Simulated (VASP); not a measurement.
Wanted: the native input for a VASP 6.6.1 run.

```yaml
Task: single point
Functional: PBEsol
Potentials_or_basis: VASP PAW PBE potentials, release 64 (Se)
Cutoff: 520 eV
k_mesh: 9 × 9 × 7
Occupations: fermi-dirac, width 0.05 eV
Spin: no spin polarisation
Dipole_correction: no
Further_INCAR_settings: ALGO = Normal; EDIFF = 1e-06; NBANDS = 16
```

The structure of Se lies in POSCAR:

```
Se
1.0
    4.0389713970      0.0000000000      0.0000000000
   -2.0194856985      3.4978518349      0.0000000000
    0.0000000000      0.0000000000      5.1208287177
Se
3
Direct
    0.2486820442      0.0000000000      0.3333333333
    0.0000000000      0.2486820442      0.6666666667
    0.7513179558      0.7513179558      0.0000000000
```

One way to write it, as run:

INCAR

```
SYSTEM = Se
  ALGO = Normal
  EDIFF = 1E-6
  ENCUT = 520
  GGA = PS
  ISIF = 2
  ISMEAR = -1
  LASPH = .True.
  LCHARG = .False.
  LREAL = .False.
  LWAVE = .False.
  NBANDS = 16
  NELM = 100
  PREC = Accurate
  SIGMA = 0.05
```

KPOINTS

```
k-points
0
Gamma
  9 9 7
  0 0 0
```

Potentials or basis: VASP PAW PBE potentials, release 64 (Se).

Run with:

```console
$ cat potpaw_PBE.64/Se/POTCAR > POTCAR
$ mpirun -np 1 vasp_std > vasp.out
```

Results of the run:

```yaml
Pressure: 0.2 GPa
Largest_force: 0.031 eV/Å
Band_gap_on_the_k_mesh: 0.69 eV
```

Caveat: semilocal functionals underestimate gaps, and a narrow one can read as zero; the PAW data sets were made with another functional, which shifts forces and pressure a little.

Wall time 37 s on 1 thread of Oxide Virtual Turin-like Processor, on a shared host, peak memory 0.18 GiB.
